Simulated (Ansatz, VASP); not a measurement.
VO2 in VASP and in Ansatz

```
V O
1.0
     4.50720    0.00000    0.00000
     0.00000    4.50720    0.00000
     0.00000    0.00000    3.04445
V O
2 4
Direct
  0.50000 0.50000 0.50000
  0.00000 0.00000 0.00000
  0.20036 0.79964 0.50000
  0.79964 0.20036 0.50000
  0.70036 0.70036 0.00000
  0.29964 0.29964 0.00000
```

Alike in both runs: functional revPBE; k mesh 6 × 6 × 9; occupations fermi-dirac, width 0.05 eV; collinear spin.

|  | VASP | Ansatz |
| --- | --- | --- |
| version | VASP 6.6.1 | Ansatz 0.2.0 |
| potentials or method | VASP PAW PBE potentials, release 64 (V_sv, O) | Ansatz PAW |
| plane-wave cutoff (eV) | 600 | 420 |
| valence electrons in the cell | 50 | 50 |
| task | single point | band structure |

Ansatz gave:

```
gap on the k mesh at the Fermi level (eV)                     : none
pressure (GPa)                                                : -5.0
traceless stress, the component that is largest in VASP (GPa) : -11.47
rms of the force components (eV/Å)                            : 0.107
net moment per atom (μB)                                      : 0.33
size of the moment on the site where the two differ most (μB) : 0.87
```

Problem. What did VASP give for the same quantities?

Solution. gap on the k mesh at the Fermi level (eV): none; pressure (GPa): -4.5; traceless stress, the component that is largest in VASP (GPa): -11.31; rms of the force components (eV/Å): 0.106; net moment per atom (μB): 0.33; size of the moment on the site where the two differ most (μB): 1.10.

VASP's potentials were made for PBE, not for revPBE. Site moments also hang on the region over which each program counts them. Atom by atom the forces differ by 0.001 eV/Å (rms over components). A gap of «none» marks a metal or a gap that the smearing closes.
